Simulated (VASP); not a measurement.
# NaH (Cmcm) in VASP: notebook

Runs on NaH. Level: PBEsol. Tasks: single point, relaxation of cell and atoms.

Program: VASP 6.6.1. These are calculated values, not measurements. Logs are shortened: lines on timing, memory, paths and dates and some standing lists are left out, and cuts for length are marked.

### 1 The cell of the first run

It takes space group Cmcm (No. 63, orthorhombic). Conventional cell: a = 3.217 Å, b = 10.930 Å, c = 3.367 Å, α = 90.00°, β = 90.00°, γ = 90.00°. Na (site symmetry m2m) has 7 H at 2.33 to 3.44 Å and 10 Na at 3.22 to 3.49 Å within 3.5 Å. Within 3.5 Å of H (site symmetry m2m) lie 7 Na at 2.33 to 3.44 Å and 10 H at 3.22 to 3.47 Å.

### 2 Single point, PBEsol

The input, INCAR:

```
SYSTEM = NaH
PREC = Accurate
ENCUT = 500
EDIFF = 1E-6
ISMEAR = -1
SIGMA = 0.03
LREAL = .False.
LASPH = .True.
NELM = 120
ALGO = Normal
ISIF = 2
LWAVE = .False.
LCHARG = .False.
GGA = PS
NBANDS = 16
GGA_COMPAT = .False.
```

The input, KPOINTS:

```
Automatic mesh
0
Gamma
  8 8 6
  0 0 0
```

The input, POSCAR:

```
NaH
1.0
    1.6087091919     -5.4649316658      0.0000000000
    1.6087091919      5.4649316658      0.0000000000
    0.0000000000      0.0000000000      3.3665018176
Na H
2 2
Direct
    0.3602369046      0.6397630954      0.7500000000
    0.6397630954      0.3602369046      0.2500000000
    0.8613740359      0.1386259641      0.2500000000
    0.1386259641      0.8613740359      0.7500000000
```

Potentials or basis: VASP PAW PBE potentials, release 64 (Na_pv, H).

The run is started by

```
cat potpaw_PBE.64/Na_pv/POTCAR potpaw_PBE.64/H/POTCAR > POTCAR
mpirun -np 1 vasp_std > vasp.out
```

OUTCAR:

```text
SYSTEM = NaH
   PREC = Accurate
   ENCUT = 500
   EDIFF = 1E-6
   ISMEAR = -1
   LREAL = .False.
   LASPH = .True.
   NELM = 120
   ISIF = 2
   GGA = PS

 ion  position               nearest neighbor table
   1  0.360  0.640  0.750-
   2  0.640  0.360  0.250-
   3  0.861  0.139  0.250-
   4  0.139  0.861  0.750-

  LATTYP: Found a base centered orthorhombic cell.
 ALAT       =     3.2174183838
 B/A-ratio  =     3.3970910922
 C/A-ratio  =     1.0463363529

  Lattice vectors:

 A1 = (   1.6087091919,  -5.4649316658,   0.0000000000)
 A2 = (   1.6087091919,   5.4649316658,   0.0000000000)
 A3 = (   0.0000000000,   0.0000000000,   3.3665018176)

Analysis of symmetry for initial positions (statically):
=====================================================================
 Subroutine PRICEL returns:
 Original cell was already a primitive cell.

 Routine SETGRP: Setting up the symmetry group for a
 base centered orthorhombic supercell.

 Subroutine GETGRP returns: Found  8 space group operations
 (whereof  4 operations were pure point group operations)
 out of a pool of  8 trial point group operations.

The static configuration has the point symmetry C_2h.
 The point group associated with its full space group is D_2h.

Analysis of symmetry for dynamics (positions and initial velocities):
=====================================================================
 Subroutine PRICEL returns:
 Original cell was already a primitive cell.

 Routine SETGRP: Setting up the symmetry group for a
 base centered orthorhombic supercell.

 Subroutine GETGRP returns: Found  8 space group operations
 (whereof  4 operations were pure point group operations)
 out of a pool of  8 trial point group operations.

The dynamic configuration has the point symmetry C_2h.
 The point group associated with its full space group is D_2h.

 Subroutine INISYM returns: Found  8 space group operations
 (whereof  4 operations are pure point group operations),
 and found     1 'primitive' translations

----------------------------------------------------------------------------------------

                                     Primitive cell

  volume of cell :      59.1931

  direct lattice vectors                    reciprocal lattice vectors
     1.608709192 -5.464931666  0.000000000     0.310808195 -0.091492452  0.000000000
     1.608709192  5.464931666  0.000000000     0.310808195  0.091492452  0.000000000
     0.000000000  0.000000000  3.366501818     0.000000000  0.000000000  0.297044248

  length of vectors
     5.696790621  5.696790621  3.366501818     0.323994757  0.323994757  0.297044248

  position of ions in fractional coordinates (direct lattice)
     0.360236905  0.639763095  0.750000000
     0.639763095  0.360236905  0.250000000
     0.861374036  0.138625964  0.250000000
     0.138625964  0.861374036  0.750000000

  ion indices of the primitive-cell ions
   primitive index   ion index
                 1           1
                 2           2
                 3           3
                 4           4

----------------------------------------------------------------------------------------

 KPOINTS: Automatic mesh

Automatic generation of k-mesh.
 Grid dimensions read from file:
 generate k-points for:    8    8    6

 Generating k-lattice:

  Cartesian coordinates                     Fractional coordinates (reciprocal lattice)
     0.038851024 -0.011436557  0.000000000     0.125000000  0.000000000  0.000000000
     0.038851024  0.011436557  0.000000000     0.000000000  0.125000000  0.000000000
     0.000000000  0.000000000  0.049507375     0.000000000  0.000000000  0.166666667

  Length of vectors
     0.040499345  0.040499345  0.049507375

  Shift w.r.t. Gamma in fractional coordinates (k-lattice)
     0.000000000  0.000000000  0.000000000

 Subroutine IBZKPT returns following result:
 ===========================================

 Found     84 irreducible k-points:

 Following reciprocal coordinates:
            Coordinates               Weight
  0.000000  0.000000  0.000000      1.000000
  0.125000  0.000000  0.000000      4.000000
  0.250000  0.000000  0.000000      4.000000
  0.375000 -0.000000  0.000000      4.000000
  0.500000  0.000000  0.000000      2.000000
  0.125000  0.125000  0.000000      2.000000
[... 16 lines left out ...]
  0.125000  0.000000  0.166667      8.000000
  0.250000  0.000000  0.166667      8.000000
 [... further k-points ...]
   k-points           NKPTS =     84   k-points in BZ     NKDIM =     84   number of bands    NBANDS=     16
   number of dos      NEDOS =    301   number of ions     NIONS =      4
   total plane-waves  NPLWV =  49392
   dimension x,y,z NGX =    42 NGY =   42 NGZ =   28
   dimension x,y,z NGXF=    84 NGYF=   84 NGZF=   56
   ions per type =               2   2
   NGX,Y,Z   is equivalent  to a cutoff of  12.26, 12.26, 13.83 a.u.
   NGXF,Y,Z  is equivalent  to a cutoff of  24.51, 24.51, 27.65 a.u.
 SYSTEM =  NaH
   PREC   = accura    normal or accurate (medium, high low for compatibility)
   ISTART =      0    job   : 0-new  1-cont  2-samecut
   ICHARG =      2    charge: 1-file 2-atom 10-const
   ISPIN  =      1    spin polarized calculation?
   LNONCOLLINEAR =      F non collinear calculations
   LSORBIT =      F    spin-orbit coupling
   LASPH  =      T    aspherical Exc in radial PAW
   ENCUT  =  500.0 eV  36.75 Ry    6.06 a.u.  10.39 10.39  6.14*2*pi/ulx,y,z
   NELM   =    120;   NELMIN=  2; NELMDL= -5     # of ELM steps
   EDIFF  = 0.1E-05   stopping-criterion for ELM
   LREAL  =      F    real-space projection
   EDIFFG = 0.1E-04   stopping-criterion for IOM
   NSW    =      0    number of steps for IOM
   IBRION =     -1    ionic relax: 0-MD 1-quasi-New 2-CG
   NFREE  =      0    steps in history (QN), initial steepest desc. (CG)
   ISIF   =      2    stress and relaxation
   ISYM   =      2    0-nonsym 1-usesym 2-fastsym
   POTIM  = 0.5000    time-step for ionic-motion
   TEBEG  =    0.0;   TEEND  =   0.0 temperature during run
   PSTRESS=    0.0 pullay stress
   NELECT =      16.0000    total number of electrons
   NUPDOWN=      -1.0000    fix difference up-down
   EMIN   =  10.00;   EMAX   =-10.00  energy-range for DOS
   EFERMI =   0.00;   METHOD = LEGACY
   ISMEAR =    -1;   SIGMA  =   0.03  broadening in eV -4-tet -1-fermi 0-gaus
   EFERMI_NEDOS =   21; number of points for ismear=-14 and -15
   IALGO  =     38    algorithm
   IMIX   =      4    mixing-type and parameters
     AMIX     =   0.40;   BMIX     =  1.00
     AMIX_MAG =   1.60;   BMIX_MAG =  1.00
  volume/ion in A,a.u.               =      14.80        99.86
  Fermi-wavevector in a.u.,A,eV,Ry     =   1.058501  2.000276 15.244288  1.120424
  Thomas-Fermi vector in A             =   2.193812
   LORBIT       =      0    0 simple, 1 ext, 2 COOP (PROOUT), +10 PAW based schemes
   GGA     = PS    functional components
   LHFCALC =     F    Hartree Fock is set to
   AEXX    =    0.0000 exact exchange contribution
   IVDW    =     0    specifies the selected vdW correction
   LEPSILON=     F    determine dielectric tensor
   LRPA    =     F    only Hartree local field effects (RPA)
 non-spin polarized calculation
  energy-cutoff  :      500.00
  volume of cell :       59.19
 maximum number of plane-waves:      1522
 NGX is ok and might be reduce to    42
   NGX = 21   NGY = 21   NGZ = 13

 number of electron      15.9999994 magnetization

 Free energy of the ion-electron system (eV)
  ---------------------------------------------------
  ext. energy  EPLUGINS =         0.00000000
  ---------------------------------------------------
  free energy    TOTEN  =        -9.90524349 eV

  energy without entropy =       -9.90524349  energy(sigma->0) =       -9.90524349

 E-fermi :  -0.3552     XC(G=0):  -7.6670

 val. band max:       -1.0005156715   @ k =   0.2500   0.1250   0.3333
 cond. band min:       2.0706010978   @ k =   0.0000   0.0000   0.0000
 fundamental gap:      3.0711167692
 Fermi energy:        -0.3552402092

 k-point     1 :       0.0000    0.0000    0.0000
  band No.  band energies     occupation
      1     -23.4435      2.00000
      2     -23.3608      2.00000
      3     -23.3226      2.00000
      4     -23.3109      2.00000
      5     -23.2969      2.00000
      6     -23.2969      2.00000
[... 8 lines left out ...]
     15      12.1491      0.00000
     16      12.2616      0.00000

 k-point     2 :       0.1250    0.0000    0.0000
  band No.  band energies     occupation
      1     -23.4398      2.00000
      2     -23.3641      2.00000
      3     -23.3214      2.00000
      4     -23.3204      2.00000
      5     -23.3101      2.00000
      6     -23.2966      2.00000
[... 8 lines left out ...]
     15      13.6134      0.00000
     16      14.2558      0.00000

 k-point     3 :       0.2500    0.0000    0.0000
  band No.  band energies     occupation
      1     -23.4310      2.00000
      2     -23.3773      2.00000
      3     -23.3424      2.00000
      4     -23.3407      2.00000
      5     -23.3147      2.00000
      6     -23.2962      2.00000
[... 8 lines left out ...]
     15      13.1008      0.00000
     16      13.5497      0.00000

 k-point     4 :       0.3750   -0.0000    0.0000
  band No.  band energies     occupation
      1     -23.4239      2.00000
      2     -23.4002      2.00000
      3     -23.3666      2.00000
      4     -23.3565      2.00000
      5     -23.3079      2.00000
      6     -23.2969      2.00000
[... 8 lines left out ...]
     15      11.8389      0.00000
     16      13.4395      0.00000

 k-point     5 :       0.5000    0.0000    0.0000
  band No.  band energies     occupation
      1     -23.4227      2.00000
      2     -23.4119      2.00000
      3     -23.3732      2.00000
      4     -23.3623      2.00000
      5     -23.3040      2.00000
      6     -23.2983      2.00000
[... 8 lines left out ...]
     15      12.0960      0.00000
     16      12.9483      0.00000

 k-point     6 :       0.1250    0.1250    0.0000
  band No.  band energies     occupation
      1     -23.4333      2.00000
      2     -23.3751      2.00000
      3     -23.3417      2.00000
      4     -23.3412      2.00000
      5     -23.3153      2.00000
      6     -23.2956      2.00000
[... 8 lines left out ...]
     15      14.2169      0.00000
     16      14.3263      0.00000

 k-point     7 :       0.2500    0.1250    0.0000
  band No.  band energies     occupation
      1     -23.4270      2.00000
      2     -23.3971      2.00000
      3     -23.3692      2.00000
      4     -23.3538      2.00000
      5     -23.3089      2.00000
      6     -23.2959      2.00000
[... 8 lines left out ...]
     15      12.1721      0.00000
     16      13.6570      0.00000

 k-point     8 :       0.3750    0.1250    0.0000
  band No.  band energies     occupation
      1     -23.4238      2.00000
      2     -23.4100      2.00000
      3     -23.3750      2.00000
      4     -23.3612      2.00000
      5     -23.3040      2.00000
      6     -23.2983      2.00000
[... 8 lines left out ...]
     15      12.1011      0.00000
     16      12.9618      0.00000

 k-point     9 :       0.5000    0.1250    0.0000
  band No.  band energies     occupation
      1     -23.4189      2.00000
      2     -23.4037      2.00000
      3     -23.3655      2.00000
      4     -23.3591      2.00000
      5     -23.3062      2.00000
      6     -23.2986      2.00000
[... 8 lines left out ...]
     15      11.8291      0.00000
     16      12.8920      0.00000
[... 172 lines left out ...]
 k-point    19 :       0.5000    0.3750    0.0000
  band No.  band energies     occupation
      1     -23.4148      2.00000
      2     -23.3899      2.00000
      3     -23.3249      2.00000
      4     -23.3150      2.00000
      5     -23.3067      2.00000
      6     -23.3020      2.00000
[... 8 lines left out ...]
     15      11.3553      0.00000
     16      11.9686      0.00000

 k-point    20 :      -0.3750    0.3750    0.0000
  band No.  band energies     occupation
      1     -23.4220      2.00000
      2     -23.3832      2.00000
      3     -23.3178      2.00000
      4     -23.3135      2.00000
      5     -23.3017      2.00000
      6     -23.2942      2.00000
[... 8 lines left out ...]
     15      11.4597      0.00000
     16      12.6749      0.00000

 k-point    21 :       0.5000    0.5000    0.0000
  band No.  band energies     occupation
      1     -23.4149      2.00000
      2     -23.3905      2.00000
      3     -23.3166      2.00000
      4     -23.3138      2.00000
      5     -23.3029      2.00000
      6     -23.2939      2.00000
[... 8 lines left out ...]
     15      11.0648      0.00000
     16      12.9128      0.00000

 k-point    22 :       0.0000    0.0000    0.1667
  band No.  band energies     occupation
      1     -23.4369      2.00000
      2     -23.3667      2.00000
      3     -23.3344      2.00000
      4     -23.3138      2.00000
      5     -23.3086      2.00000
      6     -23.2965      2.00000
[... 8 lines left out ...]
     15      12.0097      0.00000
     16      12.5074      0.00000

 k-point    23 :       0.1250    0.0000    0.1667
  band No.  band energies     occupation
      1     -23.4335      2.00000
      2     -23.3684      2.00000
      3     -23.3334      2.00000
      4     -23.3190      2.00000
      5     -23.3155      2.00000
      6     -23.3070      2.00000
[... 8 lines left out ...]
     15      13.6454      0.00000
     16      13.9933      0.00000

 k-point    24 :       0.2500    0.0000    0.1667
  band No.  band energies     occupation
      1     -23.4253      2.00000
      2     -23.3771      2.00000
      3     -23.3450      2.00000
      4     -23.3411      2.00000
      5     -23.3259      2.00000
      6     -23.3102      2.00000
[... 8 lines left out ...]
     15      13.1840      0.00000
     16      13.7443      0.00000

 [... further k-points ...]
[... 5 lines left out ...]
  --------------------------------------------------------------------------------------
  -------------------------------------------------------------------------------------
  Total       -0.0088808     -0.0217096     -0.0195819      0.0000000      0.0000000      0.0000000
  in kB       -0.2403762     -0.5876138     -0.5300215      0.0000000      0.0000000      0.0000000
  external PRESSURE =      -0.4526705 kB  Pullay stress =       0.0000000 kB

 VOLUME and BASIS-vectors are now :
 -----------------------------------------------------------------------------
  energy-cutoff  :      500.00
  volume of cell :       59.19
      direct lattice vectors                 reciprocal lattice vectors
     1.608709192 -5.464931666  0.000000000     0.310808195 -0.091492452  0.000000000
     1.608709192  5.464931666  0.000000000     0.310808195  0.091492452  0.000000000
     0.000000000  0.000000000  3.366501818     0.000000000  0.000000000  0.297044248

 POSITION                                       TOTAL-FORCE (eV/Angst)
 -----------------------------------------------------------------------------------
      1.60871      1.52759      2.52488         0.000000     -0.004479      0.000000
      1.60871     -1.52759      0.84163         0.000000      0.004479     -0.000000
      1.60871     -3.94977      0.84163         0.000000     -0.000265      0.000000
      1.60871      3.94977      2.52488         0.000000      0.000265      0.000000
 -----------------------------------------------------------------------------------
    total drift:                                0.000000      0.000000     -0.000000

  FREE ENERGIE OF THE ION-ELECTRON SYSTEM (eV)
  ---------------------------------------------------
  free  energy   TOTEN  =        -9.9052434884 eV

  energy  without entropy=       -9.9052434884  energy(sigma->0) =       -9.90524349
```

It took 33 s on 1 thread of Intel Xeon 6975P-C (Granite Rapids), shared host; peak memory 0.23 GiB.

Results:

```
Free energy            : -9.9052 eV
Pressure               : 0.0 GPa
Largest force          : 0.004 eV/Å
Band gap on the k mesh : 3.07 eV (least direct gap 3.74 eV)
```

Forces in eV/Å, atoms in the order of the input:
```
Na   0.000 -0.004  0.000
Na   0.000  0.004  0.000
H    0.000  0.000  0.000
H    0.000  0.000  0.000
```

Caveat: the PAW data sets were made with another functional, which shifts forces and pressure a little. A k mesh can miss the band edges.

### 3 Relaxation of cell and atoms, PBEsol

This run uses another cell than the first one, of 13.59 Å³/atom.

The input, INCAR:

```
SYSTEM = NaH
PREC = Accurate
ENCUT = 500
EDIFF = 1E-7
ISMEAR = -1
SIGMA = 0.03
LREAL = .False.
LASPH = .True.
NELM = 120
ALGO = Normal
ISIF = 3
LWAVE = .False.
LCHARG = .False.
GGA = PS
IBRION = 2
NSW = 100
EDIFFG = -0.01
GGA_COMPAT = .False.
NELMIN = 4
```

KPOINTS is that of step 2.

The input, POSCAR:

```
NaH
1.0
    1.6262494900     -4.6533189300      0.0000000000
    1.6262494900      4.6533189300      0.0000000000
    0.0000000000      0.0000000000      3.5918778100
Na H
2 2
Direct
    0.3868549800      0.6131450200      0.7500000000
    0.6131450200      0.3868549800      0.2500000000
    0.8565043900      0.1434956100      0.2500000000
    0.1434956100      0.8565043900      0.7500000000
```

Potentials or basis: VASP PAW PBE potentials, release 64 (Na_pv, H).

The run is started by

```
cat potpaw_PBE.64/Na_pv/POTCAR potpaw_PBE.64/H/POTCAR > POTCAR
mpirun -np 1 vasp_std > vasp.out
```

Wall time 2.1 min (1 thread of Intel Xeon 6975P-C (Granite Rapids), shared host); peak memory 0.2 GiB.

Results (log left out):

```
Free energy                           : -9.8947 eV
Relaxed volume                        : 14.30 Å³/atom
Relaxed cell                          : a = 5.501 Å, b = 5.501 Å, c = 3.398 Å, α = 90.00°, β = 90.00°, γ = 146.20°
Space group after relaxing (to 0.1 Å) : Cmcm (No. 63)
Energy gained by relaxing             : 62.9 meV/atom
Ionic steps                           : 12
Pressure after relaxing               : 0.0 GPa
Band gap on the k mesh                : 3.08 eV (least direct gap 3.62 eV)
```

Stress tensor (GPa, compression positive):
```
-0.03  0.00  0.00
 0.00  0.09  0.00
 0.00  0.00 -0.03
```

Step by step:
| step | energy change (eV) | largest force (eV/Å) | pressure (GPa) | volume (Å³) |
| --- | --- | --- | --- | --- |
| 1 | 0.0000 | 0.6691 | -0.23 | 54.36 |
| 2 | -0.0776 | 0.5261 | -0.12 | 54.20 |
| 3 | -0.1872 | 0.2079 | 0.29 | 53.73 |
| 4 | -0.1950 | 0.1372 | 0.49 | 53.54 |
| 5 | -0.2160 | 0.0697 | 0.34 | 54.03 |
| 6 | -0.2358 | 0.0812 | 0.07 | 55.09 |
| 7 | -0.2399 | 0.0753 | 0.08 | 55.28 |
| 8 | -0.2455 | 0.0624 | 0.12 | 55.81 |
| 9 | -0.2482 | 0.0486 | 0.04 | 56.25 |
| 10 | -0.2504 | 0.0214 | -0.08 | 57.12 |
| 11 | -0.2518 | 0.0034 | 0.04 | 57.21 |
| 12 | -0.2518 | 0.0019 | 0.01 | 57.20 |

Final structure:
```yaml
crystal:
  lattice:
    - [1.59927, -5.26326, 0.00000]
    - [1.59927, 5.26326, 0.00000]
    - [0.00000, 0.00000, 3.39790]
  atoms:
    - { symbol: Na, position: [0.36339, 0.63661, 0.75000] }
    - { symbol: Na, position: [0.63661, 0.36339, 0.25000] }
    - { symbol: H, position: [0.86479, 0.13521, 0.25000] }
    - { symbol: H, position: [0.13521, 0.86479, 0.75000] }
```

Levels at points of the mesh, in eV from the valence-band top:
```
           k point  band 5  band 6  band 7  band 8  band 9  band 10  band 11  band 12
(0.00, 0.00, 0.00)  -22.34  -22.34   -3.94   -0.80    3.28     9.51    10.20    10.41
(0.50, 0.00, 0.00)  -22.35  -22.34   -1.41   -0.56    3.28     4.81     8.17     8.41
(0.50, 0.50, 0.00)  -22.35  -22.33   -2.99   -2.55    5.69     7.34    10.77    11.35
(0.00, 0.00, 0.50)  -22.34  -22.34   -1.48   -1.48    5.13     5.13     6.20     6.20
(0.50, 0.00, 0.50)  -22.38  -22.38   -0.13   -0.13    5.06     5.06     6.99     6.99
(0.50, 0.50, 0.50)  -22.34  -22.34   -1.26   -1.26    3.16     3.16     9.86     9.86
```

Caveat: the PAW data sets were made with another functional, which shifts forces and pressure a little.
